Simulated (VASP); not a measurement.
# CsBa: single point with PBE

Crystal: CsBa.

```
Cs Ba
1.0
     4.93637    0.00000    0.00000
     0.00000    4.93637    0.00000
     0.00000    0.00000    7.01325
Cs Ba
1 1
Direct
  0.50000 0.50000 0.50000
  0.00000 0.00000 0.00000
```

| Item | Value |
| --- | --- |
| Program | VASP 6.6.1 |
| Task | single point |
| Functional | PBE |
| Potentials or basis | VASP PAW PBE potentials, release 64 (Cs_sv, Ba_sv) |
| Cutoff | 520 eV |
| k mesh | 4 × 4 × 4 |
| Occupations | gaussian, width 0.1 eV |
| Spin | no spin polarisation |

```
Pressure               : -0.1 GPa
Band gap on the k mesh : zero (an odd number of electrons rules out a gap without spin polarisation)
```

Stress tensor (GPa, compression positive):
```
-0.11  0.00  0.00
 0.00 -0.11  0.00
 0.00  0.00  0.05
```

Levels at points of the mesh, in eV from the Fermi level:
| k point | band 8 | band 9 | band 10 | band 11 | band 12 | band 13 |
| --- | --- | --- | --- | --- | --- | --- |
| (0.00, 0.00, 0.00) | -9.90 | -2.19 | -0.20 | 0.27 | 1.70 | 1.80 |
| (0.50, 0.00, 0.00) | -9.88 | -0.57 | -0.20 | 0.72 | 0.74 | 1.39 |
| (0.50, 0.50, 0.00) | -9.92 | -0.27 | -0.15 | 0.41 | 0.41 | 1.66 |
| (0.00, 0.00, 0.50) | -9.90 | -1.44 | -0.84 | 0.44 | 1.26 | 1.93 |
| (0.50, 0.00, 0.50) | -9.88 | -0.67 | -0.25 | 0.73 | 1.11 | 1.29 |
| (0.50, 0.50, 0.50) | -9.93 | 0.13 | 0.72 | 0.75 | 0.75 | 1.13 |

It took 27 s on 1 thread of Intel(R) Xeon(R) 6975P-C (Granite Rapids), with other jobs on the host, peak memory 0.29 GiB.

Caveat: spin-orbit coupling is left out, which moves the levels of the heavy elements.
